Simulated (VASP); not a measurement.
# IrAu (R-3m) in VASP: a series of runs

IrAu is run at these levels: PBE; tasks: single point.

All numbers are computed with VASP 6.6.1; they aren't measurements. Logs are shortened: lines on timing, memory, paths and dates and some standing lists are left out, and cuts for length are marked.

### Step 1. The cell of the first run

The structure is trigonal, space group R-3m (No. 166). The conventional cell has a = 2.887 Å, b = 2.887 Å, c = 13.492 Å, α = 90.00°, β = 90.00°, γ = 120.00°. Within 3.7 Å of Ir (site symmetry -3m) lie 6 Au at 2.80 Å and 6 Ir at 2.89 Å. Within 3.7 Å of Au (site symmetry -3m) lie 6 Ir at 2.80 Å and 6 Au at 2.89 Å.

The cell was generated, and may not be a known phase.

### Step 2. Single point, PBE

Input file INCAR:

```
SYSTEM = IrAu
PREC     = Accurate       ! precision mode
ENCUT    = 520            ! plane-wave cutoff, eV
EDIFF    = 1E-6           ! SCF threshold, eV
ISMEAR   = 0              ! smearing method
SIGMA    = 0.1            ! smearing width, eV
LREAL    = .FALSE.        ! projectors in reciprocal space
LASPH    = .TRUE.         ! aspherical terms in the spheres
NELM     = 100            ! most SCF steps
ALGO     = Normal         ! electronic algorithm
ISIF     = 2              ! what is computed and relaxed
LWAVE    = .FALSE.        ! write WAVECAR
LCHARG   = .TRUE.         ! write CHGCAR
GGA      = PE             ! functional
LELF     = .TRUE.         ! ELF
LVHAR    = .TRUE.       
NBANDS   = 17             ! bands
```

Input file KPOINTS:

```
regular mesh
0
G
  6 6 6
  0 0 0
```

Input file POSCAR:

```
IrAu
1.0
    1.4434848600      0.8333963700      4.4974088500
   -1.4434848600      0.8333963700      4.4974088500
    0.0000000000     -1.6667927400      4.4974088500
Ir Au
1 1
Direct
    0.0000000000      0.0000000000      0.0000000000
    0.5000000000      0.5000000000      0.5000000000
```

Potentials or basis: VASP PAW PBE potentials, release 64 (Ir, Au).

On the command line:

```console
$ cat potpaw_PBE.64/Ir/POTCAR potpaw_PBE.64/Au/POTCAR > POTCAR
$ mpirun -np 1 vasp_std > vasp.out
```

OUTCAR:

```text
SYSTEM = IrAu
   PREC = Accurate
   ENCUT = 520
   EDIFF = 1E-6
   ISMEAR = 0
   LREAL = .FALSE.
   LASPH = .TRUE.
   NELM = 100
   ISIF = 2
   GGA = PE

 ion  position               nearest neighbor table
   1  0.000  0.000  0.000-   2 2.80   2 2.80   2 2.80   2 2.80   2 2.80   2 2.80
   2  0.500  0.500  0.500-   1 2.80   1 2.80   1 2.80   1 2.80   1 2.80   1 2.80

  LATTYP: Found a trigonal (rhomboedric) cell.
 ALAT       =     4.7963407317
 COS(alpha) =     0.8188516408

  Lattice vectors:

 A1 = (   1.4434848600,   0.8333963700,   4.4974088500)
 A2 = (  -1.4434848600,   0.8333963700,   4.4974088500)
 A3 = (   0.0000000000,  -1.6667927400,   4.4974088500)

Analysis of symmetry for initial positions (statically):
=====================================================================
 Subroutine PRICEL returns:
 Original cell was already a primitive cell.

 Routine SETGRP: Setting up the symmetry group for a
 trigonal (rhombohedral) supercell.

 Subroutine GETGRP returns: Found 12 space group operations
 (whereof 12 operations were pure point group operations)
 out of a pool of 12 trial point group operations.

The static configuration has the point symmetry D_3d.

Analysis of symmetry for dynamics (positions and initial velocities):
=====================================================================
 Subroutine PRICEL returns:
 Original cell was already a primitive cell.

 Routine SETGRP: Setting up the symmetry group for a
 trigonal (rhombohedral) supercell.

 Subroutine GETGRP returns: Found 12 space group operations
 (whereof 12 operations were pure point group operations)
 out of a pool of 12 trial point group operations.

The dynamic configuration has the point symmetry D_3d.

 Subroutine INISYM returns: Found 12 space group operations
 (whereof 12 operations are pure point group operations),
 and found     1 'primitive' translations

----------------------------------------------------------------------------------------

                                     Primitive cell

  volume of cell :      32.4622

  direct lattice vectors                    reciprocal lattice vectors
     1.443484860  0.833396370  4.497408850     0.346383959  0.199984872  0.074116751
    -1.443484860  0.833396370  4.497408850    -0.346383959  0.199984872  0.074116751
     0.000000000 -1.666792740  4.497408850     0.000000000 -0.399969745  0.074116751

  length of vectors
     4.796340732  4.796340732  4.796340730     0.406778919  0.406778919  0.406778920

  position of ions in fractional coordinates (direct lattice)
     0.000000000  0.000000000  0.000000000
     0.500000000  0.500000000  0.500000000

  ion indices of the primitive-cell ions
   primitive index   ion index
                 1           1
                 2           2

----------------------------------------------------------------------------------------

 KPOINTS: regular mesh

Automatic generation of k-mesh.
 Grid dimensions read from file:
 generate k-points for:    6    6    6

 Generating k-lattice:

  Cartesian coordinates                     Fractional coordinates (reciprocal lattice)
     0.057730660  0.033330812  0.012352792     0.166666667  0.000000000 -0.000000000
    -0.057730660  0.033330812  0.012352792     0.000000000  0.166666667 -0.000000000
     0.000000000 -0.066661624  0.012352792    -0.000000000 -0.000000000  0.166666667

  Length of vectors
     0.067796486  0.067796486  0.067796487

  Shift w.r.t. Gamma in fractional coordinates (k-lattice)
     0.000000000  0.000000000  0.000000000

 Subroutine IBZKPT returns following result:
 ===========================================

 Found     32 irreducible k-points:

 Following reciprocal coordinates:
            Coordinates               Weight
  0.000000  0.000000  0.000000      1.000000
  0.166667 -0.000000 -0.000000      6.000000
  0.333333 -0.000000 -0.000000      6.000000
  0.500000 -0.000000 -0.000000      3.000000
  0.166667  0.166667 -0.000000      6.000000
  0.333333  0.166667 -0.000000     12.000000
[... 16 lines left out ...]
  0.500000  0.500000  0.166667      6.000000
 -0.333333  0.500000  0.166667     12.000000
 [... further k-points ...]
   k-points           NKPTS =     32   k-points in BZ     NKDIM =     32   number of bands    NBANDS=     17
   number of dos      NEDOS =    301   number of ions     NIONS =      2
   total plane-waves  NPLWV =  46656
   dimension x,y,z NGX =    36 NGY =   36 NGZ =   36
   dimension x,y,z NGXF=    72 NGYF=   72 NGZF=   72
   ions per type =               1   1
   NGX,Y,Z   is equivalent  to a cutoff of  12.48, 12.48, 12.48 a.u.
   NGXF,Y,Z  is equivalent  to a cutoff of  24.96, 24.96, 24.96 a.u.
 SYSTEM =  IrAu
   PREC   = accura    normal or accurate (medium, high low for compatibility)
   ISTART =      0    job   : 0-new  1-cont  2-samecut
   ICHARG =      2    charge: 1-file 2-atom 10-const
   ISPIN  =      1    spin polarized calculation?
   LNONCOLLINEAR =      F non collinear calculations
   LSORBIT =      F    spin-orbit coupling
   LASPH  =      T    aspherical Exc in radial PAW
   ENCUT  =  520.0 eV  38.22 Ry    6.18 a.u.   8.92  8.92  8.92*2*pi/ulx,y,z
   NELM   =    100;   NELMIN=  2; NELMDL= -5     # of ELM steps
   EDIFF  = 0.1E-05   stopping-criterion for ELM
   LREAL  =      F    real-space projection
   EDIFFG = 0.1E-04   stopping-criterion for IOM
   NSW    =      0    number of steps for IOM
   IBRION =     -1    ionic relax: 0-MD 1-quasi-New 2-CG
   NFREE  =      0    steps in history (QN), initial steepest desc. (CG)
   ISIF   =      2    stress and relaxation
   ISYM   =      2    0-nonsym 1-usesym 2-fastsym
   POTIM  = 0.5000    time-step for ionic-motion
   TEBEG  =    0.0;   TEEND  =   0.0 temperature during run
   PSTRESS=    0.0 pullay stress
   NELECT =      20.0000    total number of electrons
   NUPDOWN=      -1.0000    fix difference up-down
   EMIN   =  10.00;   EMAX   =-10.00  energy-range for DOS
   EFERMI =   0.00;   METHOD = LEGACY
   ISMEAR =     0;   SIGMA  =   0.10  broadening in eV -4-tet -1-fermi 0-gaus
   EFERMI_NEDOS =   21; number of points for ismear=-14 and -15
   IALGO  =     38    algorithm
   IMIX   =      4    mixing-type and parameters
     AMIX     =   0.40;   BMIX     =  1.00
     AMIX_MAG =   1.60;   BMIX_MAG =  1.00
  volume/ion in A,a.u.               =      16.23       109.53
  Fermi-wavevector in a.u.,A,eV,Ry     =   1.393025  2.632436 26.402371  1.940520
  Thomas-Fermi vector in A             =   2.516711
   LORBIT       =      0    0 simple, 1 ext, 2 COOP (PROOUT), +10 PAW based schemes
   GGA     = PE    functional components
   LHFCALC =     F    Hartree Fock is set to
   AEXX    =    0.0000 exact exchange contribution
   IVDW    =     0    specifies the selected vdW correction
   LEPSILON=     F    determine dielectric tensor
   LRPA    =     F    only Hartree local field effects (RPA)
 non-spin polarized calculation
 Gauss-broadening in eV      SIGMA  =   0.10
  energy-cutoff  :      520.00
  volume of cell :       32.46
 maximum number of plane-waves:       893
   NGX = 17   NGY = 17   NGZ = 17

 number of electron      20.0000002 magnetization

 Free energy of the ion-electron system (eV)
  ---------------------------------------------------
  ext. energy  EPLUGINS =         0.00000000
  ---------------------------------------------------
  free energy    TOTEN  =       -11.28558801 eV

  energy without entropy =      -11.26894314  energy(sigma->0) =      -11.27726558

 E-fermi :   8.9194     XC(G=0): -13.0954

 val. band max:        8.9153357635   @ k =   0.1667  -0.0000  -0.0000
 cond. band min:       8.9620645396   @ k =  -0.3333   0.3333   0.3333
 fundamental gap:      0.0467287761
 Fermi energy:         8.9194006492

 k-point     1 :       0.0000    0.0000    0.0000
  band No.  band energies     occupation
      1      -0.8273      2.00000
      2       1.9622      2.00000
      3       4.2709      2.00000
      4       4.2709      2.00000
      5       4.9898      2.00000
      6       4.9898      2.00000
[... 9 lines left out ...]
     16      26.4679      0.00000
     17      26.4679      0.00000

 k-point     2 :       0.1667   -0.0000   -0.0000
  band No.  band energies     occupation
      1       0.0602      2.00000
      2       2.5999      2.00000
      3       3.9859      2.00000
      4       4.4498      2.00000
      5       4.7472      2.00000
      6       5.1676      2.00000
[... 9 lines left out ...]
     16      24.7537      0.00000
     17      25.4268      0.00000

 k-point     3 :       0.3333   -0.0000   -0.0000
  band No.  band energies     occupation
      1       2.0267      2.00000
      2       3.1508      2.00000
      3       3.6323      2.00000
      4       4.4600      2.00000
      5       4.9512      2.00000
      6       5.1984      2.00000
[... 9 lines left out ...]
     16      24.2326      0.00000
     17      25.6014      0.00000

 k-point     4 :       0.5000   -0.0000   -0.0000
  band No.  band energies     occupation
      1       2.4736      2.00000
      2       3.3240      2.00000
      3       3.7127      2.00000
      4       4.5170      2.00000
      5       4.7365      2.00000
      6       5.2605      2.00000
[... 9 lines left out ...]
     16      23.0459      0.00000
     17      23.2298      0.00000
[... 343 lines left out ...]
      1       2.5060      2.00000
      2       2.8831      2.00000
      3       3.2995      2.00000
      4       4.3090      2.00000
      5       4.9668      2.00000
      6       5.9254      2.00000
[... 9 lines left out ...]
     16      20.1275      0.00000
     17      22.9095      0.00000

 k-point    23 :       0.5000    0.5000    0.1667
  band No.  band energies     occupation
      1       1.9416      2.00000
      2       2.4317      2.00000
      3       2.9075      2.00000
      4       4.7304      2.00000
      5       5.2702      2.00000
      6       5.6248      2.00000
[... 9 lines left out ...]
     16      21.8639      0.00000
     17      24.3571      0.00000

 k-point    24 :      -0.3333    0.5000    0.1667
  band No.  band energies     occupation
      1       2.3503      2.00000
      2       2.6105      2.00000
      3       3.0686      2.00000
      4       4.2534      2.00000
      5       5.1379      2.00000
      6       6.0284      2.00000
[... 9 lines left out ...]
     16      22.3944      0.00000
     17      23.6352      0.00000

 [... further k-points ...]

------------------------ aborting loop because EDIFF is reached ----------------------------------------

  FORCE on cell =-STRESS in cart. coord.  units (eV):
  Direction    XX          YY          ZZ          XY          YZ          ZX
  --------------------------------------------------------------------------------------
  -------------------------------------------------------------------------------------
  Total       -0.9679658     -0.9679658      0.2688588      0.0000000     -0.0000000      0.0000000
  in kB      -47.7741679    -47.7741677     13.2695865      0.0000000     -0.0000000      0.0000000
  external PRESSURE =     -27.4262497 kB  Pullay stress =       0.0000000 kB

 VOLUME and BASIS-vectors are now :
 -----------------------------------------------------------------------------
  energy-cutoff  :      520.00
  volume of cell :       32.46
      direct lattice vectors                 reciprocal lattice vectors
     1.443484860  0.833396370  4.497408850     0.346383959  0.199984872  0.074116751
    -1.443484860  0.833396370  4.497408850    -0.346383959  0.199984872  0.074116751
     0.000000000 -1.666792740  4.497408850     0.000000000 -0.399969745  0.074116751

 POSITION                                       TOTAL-FORCE (eV/Angst)
 -----------------------------------------------------------------------------------
      0.00000      0.00000      0.00000        -0.000000     -0.000000      0.000000
      0.00000      0.00000      6.74611         0.000000      0.000000     -0.000000
 -----------------------------------------------------------------------------------
    total drift:                                0.000000     -0.000000      0.000000

  FREE ENERGIE OF THE ION-ELECTRON SYSTEM (eV)
  ---------------------------------------------------
  free  energy   TOTEN  =       -11.2855880131 eV

  energy  without entropy=      -11.2689431389  energy(sigma->0) =      -11.27726558
```

It took 26 s on 1 thread of Intel Xeon Platinum 8124M at 3.00GHz (Skylake/Cascade Lake), shared host; peak memory 0.21 GiB.

What came out:

```
Free energy            : -11.2856 eV
Pressure               : -2.7 GPa
Band gap on the k mesh : zero (bands 10 and 11 overlap by 1.55 eV)
```

Levels at points of the mesh, in eV from the Fermi level:
```csv
k point,band 7,band 8,band 9,band 10,band 11,band 12,band 13,band 14
"(0.00, 0.00, 0.00)",-3.31,-1.62,-1.62,-0.07,0.32,0.32,5.74,13.92
"(0.50, 0.00, 0.00)",-2.78,-1.89,-1.27,1.03,1.37,3.34,6.51,7.45
"(0.50, 0.50, 0.00)",-0.85,-0.61,0.27,0.63,1.08,1.67,4.87,7.96
"(0.50, 0.50, 0.50)",-3.16,-3.04,-2.35,-2.35,-0.51,-0.51,13.18,13.69
```

Caveat: the k points lie up to 0.43 Å⁻¹ apart, too coarse for converged energies and pressures of a metal; spin-orbit coupling is left out, which moves the levels of the heavy elements.

### Step 3. Single point, PBE

This run uses another cell than the first one, of 16.02 Å³/atom.

Input file INCAR:

```
SYSTEM = IrAu
PREC = Accurate ; ENCUT = 520
EDIFF = 1E-6 ; ISMEAR = 0
SIGMA = 0.1 ; LREAL = .False.
LASPH = .True. ; NELM = 100
ALGO = Fast ; ISIF = 2
LWAVE = .False. ; LCHARG = .True.
GGA = PE ; LELF = .True.
LVHAR = .True. ; NBANDS = 17
```

Input file KPOINTS:

```
regular mesh
0
Gamma
  24 24 24
  0 0 0
```

Input file POSCAR:

```
IrAu
1.0
    1.4145984769      0.8167188115      4.6228869230
   -1.4145984769      0.8167188115      4.6228869230
    0.0000000000     -1.6334376229      4.6228869230
Ir Au
1 1
Direct
    0.0000000000      0.0000000000      0.0000000000
    0.5000000000      0.5000000000      0.5000000000
```

Potentials or basis: VASP PAW PBE potentials, release 64 (Ir, Au).

On the command line:

```console
$ cat potpaw_PBE.64/Ir/POTCAR potpaw_PBE.64/Au/POTCAR > POTCAR
$ mpirun -np 1 vasp_std > vasp.out
```

It took 17 min on 1 thread of Intel Xeon Platinum 8124M at 3.00GHz (Skylake/Cascade Lake), shared host; peak memory 0.88 GiB.

It converged, with:

| Quantity | Value |
| --- | --- |
| Free energy | -11.3349 eV |
| Pressure | -0.1 GPa |
| Band gap on the k mesh | zero (bands 10 and 11 overlap by 1.79 eV) |

Stress tensor (GPa, compression positive):
```
-0.10  0.00  0.00
 0.00 -0.10  0.00
 0.00  0.00 -0.20
```

Levels at points of the mesh, in eV from the Fermi level:
```tsv
k point	band 7	band 8	band 9	band 10	band 11	band 12	band 13	band 14
(0.00, 0.00, 0.00)	-3.74	-1.80	-1.80	-0.55	0.29	0.29	5.14	14.25
(0.50, 0.00, 0.00)	-2.82	-1.74	-1.15	1.26	1.65	3.43	6.36	7.41
(0.50, 0.50, 0.00)	-0.85	-0.58	0.16	0.56	1.29	1.62	5.07	8.10
(0.50, 0.50, 0.50)	-3.04	-3.04	-2.44	-2.44	-0.35	-0.35	12.33	13.01
```

Caveat: spin-orbit coupling is left out, which moves the levels of the heavy elements.

The gap in the log of VASP goes by the Fermi energy; the results here count the filled bands.